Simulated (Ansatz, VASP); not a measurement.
**SiB6: VASP beside Ansatz**

```
Si B
1.0
     4.13397    0.00000    0.00000
     0.00000    4.13397    0.00000
     0.00000    0.00000    4.13397
Si B
1 6
Direct
  0.00000 0.00000 0.00000
  0.20044 0.50000 0.50000
  0.50000 0.20044 0.50000
  0.79956 0.50000 0.50000
  0.50000 0.79956 0.50000
  0.50000 0.50000 0.20044
  0.50000 0.50000 0.79956
```

Alike in both runs: functional PBE; k mesh 4 × 4 × 4; occupations gaussian, width 0.1 eV; no spin polarisation.

Ansatz relaxed the structure, and its values are those at the end. VASP's run is a single point on that final structure, the one shown.

|  | VASP | Ansatz |
| --- | --- | --- |
| version | VASP 6.6.1 | Ansatz 0.2.0 |
| potentials or method | VASP PAW PBE potentials, release 64 (Si, B), cutoff 500 eV | scalar-relativistic, plane waves, PAW |
| valence electrons in the cell | 22 | 22 |

```csv
,VASP,Ansatz,Ansatz less VASP
gap on the k mesh at the Fermi level (eV),0.06,0.06,-0.001
least direct gap on the mesh (eV),0.69,0.69,-0.001
pressure (GPa),0.0,-0.1,-0.04
rms of the force components (eV/Å),0.016,0.007,-0.0095
```

The functional is the same, so the differences come from potentials, cutoffs and numerics.
